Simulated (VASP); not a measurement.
# Y2Ge3 (P-6m2) in VASP: notebook, part 2 of 2

VASP 6.6.1.

## (4) Single point, r2SCAN

This run uses another cell than the first one, of 22.06 Å³/atom.

Input file POSCAR:

```
Y2Ge3
1.0
    4.2746877443      0.0000000000      0.0000000000
   -2.1373438721      3.7019881798      0.0000000000
    0.0000000000      0.0000000000      6.9685213769
Y Ge
2 3
Direct
    0.0000000000      0.0000000000      0.2686619052
    0.0000000000      0.0000000000      0.7313380948
    0.6666666667      0.3333333333      0.0000000000
    0.6666666667      0.3333333333      0.5000000000
    0.3333333333      0.6666666667      0.0000000000
```

Input file INCAR.step1:

```
PREC = Accurate ; ENCUT = 520
ISMEAR = -1 ; SIGMA = 0.05
LREAL = F ; LASPH = T
NELM = 80 ; NBANDS = 40
GGA = PE ; ALGO = Normal
EDIFF = 1E-4 ; LWAVE = T
LCHARG = F
```

Input file INCAR.step2:

```
PREC = Accurate ; ENCUT = 520
EDIFF = 1E-6 ; ISMEAR = -1
SIGMA = 0.05 ; LREAL = F
LASPH = T ; NELM = 80
ALGO = Normal ; ISIF = 2
LWAVE = F ; LCHARG = T
METAGGA = R2SCAN ; LMIXTAU = T
LELF = T ; LVHAR = T
NBANDS = 40 ; ISTART = 1
```

Input file KPOINTS:

```
regular mesh
0
Gamma
  7 7 4
```

Potentials or basis: VASP PAW PBE potentials, release 64 (Y_sv, Ge_d).

On the command line:

```console
cat potpaw_PBE.64/Y_sv/POTCAR potpaw_PBE.64/Ge_d/POTCAR > POTCAR
cp INCAR.step1 INCAR
mpirun -np 1 vasp_std > vasp.out
cp INCAR.step2 INCAR
mpirun -np 1 vasp_std > vasp.out
```

OUTCAR:

```text
PREC = Accurate
   ENCUT = 520
   EDIFF = 1E-6
   ISMEAR = -1
   LREAL = F
   LASPH = T
   NELM = 80
   ISIF = 2
   METAGGA = R2SCAN
   ISTART = 1

 ion  position               nearest neighbor table
   1  0.000  0.000  0.269-   4 2.95   4 2.95   4 2.95   5 3.10   3 3.10   3 3.10   5 3.10   3 3.10
                             5 3.10   2 3.22   2 3.74
   2  0.000  0.000  0.731-   4 2.95   4 2.95   4 2.95   5 3.10   3 3.10   3 3.10   5 3.10   3 3.10
                             5 3.10   1 3.22   1 3.74
   3  0.667  0.333  0.000-   5 2.47   5 2.47   5 2.47   1 3.10   2 3.10   1 3.10   2 3.10   1 3.10
                             2 3.10
   4  0.667  0.333  0.500-   1 2.95   2 2.95   1 2.95   2 2.95   1 2.95   2 2.95
   5  0.333  0.667  0.000-   3 2.47   3 2.47   3 2.47   1 3.10   2 3.10   2 3.10   1 3.10   2 3.10
                             1 3.10

  LATTYP: Found a hexagonal cell.
 ALAT       =     4.2746877443
 C/A-ratio  =     1.6301825522

  Lattice vectors:

 A1 = (   4.2746877443,   0.0000000000,   0.0000000000)
 A2 = (  -2.1373438721,   3.7019881798,   0.0000000000)
 A3 = (   0.0000000000,   0.0000000000,   6.9685213769)

Analysis of symmetry for initial positions (statically):
=====================================================================
 Subroutine PRICEL returns:
 Original cell was already a primitive cell.

 Routine SETGRP: Setting up the symmetry group for a
 hexagonal supercell.

 Subroutine GETGRP returns: Found 12 space group operations
 (whereof 12 operations were pure point group operations)
 out of a pool of 24 trial point group operations.

The static configuration has the point symmetry D_3h.

Analysis of symmetry for dynamics (positions and initial velocities):
=====================================================================
 Subroutine PRICEL returns:
 Original cell was already a primitive cell.

 Routine SETGRP: Setting up the symmetry group for a
 hexagonal supercell.

 Subroutine GETGRP returns: Found 12 space group operations
 (whereof 12 operations were pure point group operations)
 out of a pool of 24 trial point group operations.

The dynamic configuration has the point symmetry D_3h.

 Subroutine INISYM returns: Found 12 space group operations
 (whereof 12 operations are pure point group operations),
 and found     1 'primitive' translations

----------------------------------------------------------------------------------------

                                     Primitive cell

  volume of cell :     110.2758

  direct lattice vectors                    reciprocal lattice vectors
     4.274687744  0.000000000  0.000000000     0.233935216  0.135062560  0.000000000
    -2.137343872  3.701988180  0.000000000     0.000000000  0.270125120  0.000000000
     0.000000000  0.000000000  6.968521377     0.000000000  0.000000000  0.143502466

  length of vectors
     4.274687744  4.274687744  6.968521377     0.270125120  0.270125120  0.143502466

  position of ions in fractional coordinates (direct lattice)
     0.000000000  0.000000000  0.268661905
     0.000000000  0.000000000  0.731338095
     0.666666667  0.333333333  0.000000000
     0.666666667  0.333333333  0.500000000
     0.333333333  0.666666667  0.000000000

  ion indices of the primitive-cell ions
[... 30 lines left out ...]

 Found     24 irreducible k-points:

 Following reciprocal coordinates:
            Coordinates               Weight
  0.000000  0.000000  0.000000      1.000000
  0.142857  0.000000  0.000000      6.000000
  0.285714 -0.000000  0.000000      6.000000
  0.428571 -0.000000  0.000000      6.000000
  0.142857  0.142857  0.000000      6.000000
  0.285714  0.142857  0.000000     12.000000
[... 16 lines left out ...]
  0.428571  0.142857  0.500000      6.000000
  0.285714  0.285714  0.500000      6.000000
   k-points           NKPTS =     24   k-points in BZ     NKDIM =     24   number of bands    NBANDS=     40
   number of dos      NEDOS =    301   number of ions     NIONS =      5
   total plane-waves  NPLWV =  55296
   dimension x,y,z NGX =    32 NGY =   32 NGZ =   54
   dimension x,y,z NGXF=    64 NGYF=   64 NGZF=  108
   ions per type =               2   3
   NGX,Y,Z   is equivalent  to a cutoff of  12.45, 12.45, 12.88 a.u.
   NGXF,Y,Z  is equivalent  to a cutoff of  24.89, 24.89, 25.77 a.u.
 SYSTEM =  unknown system
   PREC   = accura    normal or accurate (medium, high low for compatibility)
   ISTART =      1    job   : 0-new  1-cont  2-samecut
   ICHARG =      0    charge: 1-file 2-atom 10-const
   ISPIN  =      1    spin polarized calculation?
   LNONCOLLINEAR =      F non collinear calculations
   LSORBIT =      F    spin-orbit coupling
   LASPH  =      T    aspherical Exc in radial PAW
   ENCUT  =  520.0 eV  38.22 Ry    6.18 a.u.   7.95  7.95 12.96*2*pi/ulx,y,z
   NELM   =     80;   NELMIN=  2; NELMDL=  0     # of ELM steps
   EDIFF  = 0.1E-05   stopping-criterion for ELM
   LREAL  =      F    real-space projection
   EDIFFG = 0.1E-04   stopping-criterion for IOM
   NSW    =      0    number of steps for IOM
   IBRION =     -1    ionic relax: 0-MD 1-quasi-New 2-CG
   NFREE  =      0    steps in history (QN), initial steepest desc. (CG)
   ISIF   =      2    stress and relaxation
   ISYM   =      2    0-nonsym 1-usesym 2-fastsym
   POTIM  = 0.5000    time-step for ionic-motion
   TEBEG  =    0.0;   TEEND  =   0.0 temperature during run
   PSTRESS=    0.0 pullay stress
   NELECT =      64.0000    total number of electrons
   NUPDOWN=      -1.0000    fix difference up-down
   EMIN   =  10.00;   EMAX   =-10.00  energy-range for DOS
   EFERMI =   0.00;   METHOD = LEGACY
   ISMEAR =    -1;   SIGMA  =   0.05  broadening in eV -4-tet -1-fermi 0-gaus
   EFERMI_NEDOS =   21; number of points for ismear=-14 and -15
   IALGO  =     38    algorithm
   IMIX   =      4    mixing-type and parameters
     AMIX     =   0.40;   BMIX     =  1.00
     AMIX_MAG =   1.60;   BMIX_MAG =  1.00
  volume/ion in A,a.u.               =      22.06       148.84
  Fermi-wavevector in a.u.,A,eV,Ry     =   1.365552  2.580518 25.371210  1.864731
  Thomas-Fermi vector in A             =   2.491770
   LORBIT       =      0    0 simple, 1 ext, 2 COOP (PROOUT), +10 PAW based schemes
   METAGGA = R2SCAN    functional components
   LHFCALC =     F    Hartree Fock is set to
   AEXX    =    0.0000 exact exchange contribution
   IVDW    =     0    specifies the selected vdW correction
   LEPSILON=     F    determine dielectric tensor
   LRPA    =     F    only Hartree local field effects (RPA)
 non-spin polarized calculation
  energy-cutoff  :      520.00
  volume of cell :      110.28
 maximum number of plane-waves:      3000
 NGX is ok and might be reduce to    32
   NGX = 15   NGY = 15   NGZ = 25

 number of electron      64.0000000 magnetization

 Free energy of the ion-electron system (eV)
  ---------------------------------------------------
  ext. energy  EPLUGINS =         0.00000000
  ---------------------------------------------------
  free energy    TOTEN  =       -84.91617390 eV

  energy without entropy =      -84.90142404  energy(sigma->0) =      -84.90879897

 E-fermi :   5.1294     XC(G=0): -11.4623

 val. band max:        5.1069982143   @ k =   0.1429   0.0000   0.0000
 cond. band min:       5.1588654795   @ k =   0.2857   0.2857   0.2500
 fundamental gap:      0.0518672652
 Fermi energy:         5.1294087779

 k-point     1 :       0.0000    0.0000    0.0000
  band No.  band energies     occupation
      1     -38.7647      2.00000
      2     -38.7166      2.00000
      3     -20.3675      2.00000
      4     -20.3675      2.00000
      5     -20.3346      2.00000
      6     -20.3179      2.00000
[... 1021 lines left out ...]
     39       9.8126      0.00000
     40       9.8234      0.00000

------------------------ aborting loop because EDIFF is reached ----------------------------------------

  FORCE on cell =-STRESS in cart. coord.  units (eV):
  Direction    XX          YY          ZZ          XY          YZ          ZX
  --------------------------------------------------------------------------------------
  -------------------------------------------------------------------------------------
  Total        3.4178786      3.4178786      3.3998524      0.0000000      0.0000000      0.0000000
  in kB       49.6577628     49.6577628     49.3958634      0.0000000      0.0000000      0.0000000
  external PRESSURE =      49.5704630 kB  Pullay stress =       0.0000000 kB

 VOLUME and BASIS-vectors are now :
 -----------------------------------------------------------------------------
  energy-cutoff  :      520.00
  volume of cell :      110.28
      direct lattice vectors                 reciprocal lattice vectors
     4.274687744  0.000000000  0.000000000     0.233935216  0.135062560  0.000000000
    -2.137343872  3.701988180  0.000000000     0.000000000  0.270125120  0.000000000
     0.000000000  0.000000000  6.968521377     0.000000000  0.000000000  0.143502466

 POSITION                                       TOTAL-FORCE (eV/Angst)
 -----------------------------------------------------------------------------------
      0.00000      0.00000      1.87218         0.000000      0.000000     -0.001268
      0.00000      0.00000      5.09635         0.000000      0.000000      0.001268
      2.13734      1.23400      0.00000         0.000000      0.000000      0.000000
      2.13734      1.23400      3.48426        -0.000000     -0.000000      0.000000
     -0.00000      2.46799      0.00000         0.000000      0.000000      0.000000
 -----------------------------------------------------------------------------------
    total drift:                               -0.000007      0.000004     -0.000000

  FREE ENERGIE OF THE ION-ELECTRON SYSTEM (eV)
  ---------------------------------------------------
  free  energy   TOTEN  =       -84.9161738989 eV

  energy  without entropy=      -84.9014240424  energy(sigma->0) =      -84.90879897
```

It took 7.1 min on 1 thread of Oxide Virtual Turin-like, shared host; peak memory 0.26 GiB.

What came out:

```
Free energy            : -84.9162 eV
Pressure               : 5.0 GPa
Band gap on the k mesh : zero (bands 32 and 33 overlap by 1.51 eV)
```

Caveat: the cell stands under pressure; the PAW data sets were made with another functional, which shifts forces and pressure a little.

## (5) Single point, r2SCAN

This run uses another cell than the first one, of 22.89 Å³/atom.

Input file POSCAR:

```
Y2Ge3
1.0
    4.3251962160      0.0000000000      0.0000000000
   -2.1625981080      3.7457297994      0.0000000000
    0.0000000000      0.0000000000      7.0657985132
Y Ge
2 3
Direct
    0.0000000000      0.0000000000      0.2689362368
    0.0000000000      0.0000000000      0.7310637632
    0.6666666667      0.3333333333      0.0000000000
    0.6666666667      0.3333333333      0.5000000000
    0.3333333333      0.6666666667      0.0000000000
```

Input file INCAR.step1:

```
PREC = Accurate
ENCUT = 520
ISMEAR = -1
SIGMA = 0.05
LREAL = F
LASPH = T
NELM = 100
NBANDS = 40
GGA = PE
ALGO = Normal
EDIFF = 1E-4
LWAVE = T
LCHARG = F
```

Input file INCAR.step2:

```
PREC = Accurate
ENCUT = 520
EDIFF = 1E-6
ISMEAR = -1
SIGMA = 0.05
LREAL = F
LASPH = T
NELM = 100
ALGO = Normal
ISIF = 2
LWAVE = F
LCHARG = F
METAGGA = R2SCAN
LMIXTAU = T
NBANDS = 40
ISTART = 1
```

KPOINTS is that of step 4.

On the command line:

```console
cat potpaw_PBE.64/Y_sv/POTCAR potpaw_PBE.64/Ge_d/POTCAR > POTCAR
cp INCAR.step1 INCAR
mpirun -np 1 vasp_std > vasp.out
cp INCAR.step2 INCAR
mpirun -np 1 vasp_std > vasp.out
```

Run time: 8.9 min. Hardware: 1 thread of Oxide Virtual Turin-like, shared host; peak memory 0.27 GiB.

It converged, with:

```
Free energy            : -85.0070 eV
Pressure               : 2.0 GPa
Largest force          : 0.006 eV/Å
Band gap on the k mesh : zero (bands 32 and 33 overlap by 1.50 eV)
```

Forces on the atoms (eV/Å):
```
Y    0.000  0.000 -0.006
Y    0.000  0.000  0.006
Ge   0.000  0.000  0.000
Ge   0.000  0.000  0.000
Ge   0.000  0.000  0.000
```

Levels at points of the mesh, in eV from the Fermi level:
| k point | band 29 | band 30 | band 31 | band 32 | band 33 | band 34 | band 35 | band 36 |
| --- | --- | --- | --- | --- | --- | --- | --- | --- |
| (0.00, 0.00, 0.00) | -2.89 | -0.60 | -0.60 | -0.01 | 0.78 | 0.78 | 1.01 | 1.77 |
| (0.00, 0.00, 0.50) | -2.87 | -1.78 | -0.52 | -0.52 | 0.12 | 0.12 | 1.92 | 2.01 |

Caveat: the PAW data sets were made with another functional, which shifts forces and pressure a little.

## (6) Single point, r2SCAN

This run uses another cell than the first one, of 23.56 Å³/atom.

Input file POSCAR:

```
Y2Ge3
1.0
    4.3669351529      0.0000000000      0.0000000000
   -2.1834675765      3.7818767791      0.0000000000
    0.0000000000      0.0000000000      7.1326650204
Y Ge
2 3
Direct
    0.0000000000      0.0000000000      0.2690087454
    0.0000000000      0.0000000000      0.7309912546
    0.6666666667      0.3333333333      0.0000000000
    0.6666666667      0.3333333333      0.5000000000
    0.3333333333      0.6666666667      0.0000000000
```

Input file INCAR.step1:

```
SYSTEM = Y2Ge3
ALGO     = Normal         ! electronic algorithm
EDIFF    = 1E-4           ! SCF threshold, eV
ENCUT    = 520            ! plane-wave cutoff, eV
GGA      = PE             ! functional
ISMEAR   = -1             ! smearing method
LASPH    = .TRUE.         ! aspherical terms in the spheres
LCHARG   = .FALSE.        ! write CHGCAR
LREAL    = .FALSE.        ! projectors in reciprocal space
LWAVE    = .TRUE.         ! write WAVECAR
NBANDS   = 40             ! bands
NELM     = 60             ! most SCF steps
PREC     = Accurate       ! precision mode
SIGMA    = 0.05           ! smearing width, eV
```

Input file INCAR.step2:

```
SYSTEM = Y2Ge3
ALGO     = Normal         ! electronic algorithm
EDIFF    = 1E-7           ! SCF threshold, eV
ENCUT    = 520            ! plane-wave cutoff, eV
ISIF     = 2              ! what is computed and relaxed
ISMEAR   = -1             ! smearing method
ISTART   = 1            
LASPH    = .TRUE.         ! aspherical terms in the spheres
LCHARG   = .FALSE.        ! write CHGCAR
LMIXTAU  = .TRUE.       
LREAL    = .FALSE.        ! projectors in reciprocal space
LWAVE    = .FALSE.        ! write WAVECAR
METAGGA  = R2SCAN         ! meta-GGA
NBANDS   = 40             ! bands
NELM     = 60             ! most SCF steps
PREC     = Accurate       ! precision mode
SIGMA    = 0.05           ! smearing width, eV
```

Input file KPOINTS:

```
k-points
0
G
  7 7 4
  0 0 0
```

Potentials or basis: VASP PAW PBE potentials, release 64 (Y_sv, Ge_d).

On the command line:

```console
cat potpaw_PBE.64/Y_sv/POTCAR potpaw_PBE.64/Ge_d/POTCAR > POTCAR
cp INCAR.step1 INCAR
mpirun -np 1 vasp_std > vasp.out
cp INCAR.step2 INCAR
mpirun -np 1 vasp_std > vasp.out
```

Run time: 10 min. Hardware: 1 thread of Oxide Virtual Turin-like, shared host; peak memory 0.27 GiB.

The run converged. Its results:

```yaml
Free_energy: -85.0275 eV
Pressure: 0.0 GPa
Band_gap_on_the_k_mesh: zero (bands 32 and 33 overlap by 1.47 eV)
```

Levels at points of the mesh, in eV from the Fermi level:
```tsv
k point	band 29	band 30	band 31	band 32	band 33	band 34	band 35	band 36
(0.00, 0.00, 0.00)	-2.88	-0.56	-0.56	0.03	0.77	0.77	0.98	1.77
(0.00, 0.00, 0.50)	-2.78	-1.76	-0.50	-0.50	0.14	0.14	1.87	1.98
```

Caveat: the PAW data sets were made with another functional, which shifts forces and pressure a little.

## (7) Overview

```csv
cell,gap on the mesh (eV),pressure (GPa),largest force (eV/Å)
"a = 4.093, b = 4.093, c = 6.653 Å, angles 90.0, 90.0, 120.0°, 5 atoms, atomic positions A",none,20.0,0.01
"a = 4.202, b = 4.202, c = 6.845 Å, angles 90.0, 90.0, 120.0°, 5 atoms, atomic positions A",none,10.0,-
"a = 4.275, b = 4.275, c = 6.969 Å, angles 90.0, 90.0, 120.0°, 5 atoms, atomic positions B",none,5.0,-
"a = 4.325, b = 4.325, c = 7.066 Å, angles 90.0, 90.0, 120.0°, 5 atoms, atomic positions C",none,2.0,0.01
"a = 4.367, b = 4.367, c = 7.133 Å, angles 90.0, 90.0, 120.0°, 5 atoms, atomic positions D",none,0.0,-
```

Alike in all rows: task single point; level r2SCAN; potentials or basis VASP PAW PBE potentials, release 64 (Y_sv, Ge_d); no spin polarisation; k mesh 7 × 7 × 4; cutoff (eV) 520; smearing fermi-dirac 0.05 eV.

Caveats: the PAW data sets were made with another functional, which shifts forces and pressure a little; the cell stands under pressure (at least some runs).

Absolute energies hang on the potentials; compare differences alone.

The gap in the log of VASP goes by the Fermi energy; the results here count the filled bands.